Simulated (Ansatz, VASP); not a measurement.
Two plane-wave programs on SnO2

```
CELL_PARAMETERS angstrom
1.61709 0.93363 4.80059
-1.61709 0.93363 4.80059
0.00000 -1.86726 4.80059
ATOMIC_POSITIONS crystal
Sn 0.45686 0.45686 0.61752
O 0.23717 0.23717 0.23717
O 0.76283 0.76283 0.76283
```

Alike in both runs: task single point; functional LDA; k mesh 12 × 12 × 12; occupations gaussian, width 0.05 eV; no spin polarisation.

|  | VASP | Ansatz |
| --- | --- | --- |
| version | VASP 6.6.1 | Ansatz 0.2.0 |
| potentials or method | VASP PAW LDA potentials, release 64 (Sn_d, O), cutoff 520 eV | scalar-relativistic, plane waves, PAW |
| valence electrons in the cell | 26 | 26 |

```tsv
	VASP	Ansatz	Ansatz less VASP
gap on the k mesh at the Fermi level (eV)	1.59	1.60	+0.011
least direct gap on the mesh (eV)	1.61	1.62	+0.005
pressure (GPa)	2.9	2.4	-0.48
traceless stress, the component that is largest in VASP (GPa)	-15.85	-15.99	-0.149
rms of the force components (eV/Å)	3.302	3.299	-0.0031
```

LDA's correlation is that of Perdew and Zunger in VASP and of Perdew and Wang (1992) in Ansatz. Atom by atom the forces differ by 0.035 eV/Å (rms over components).
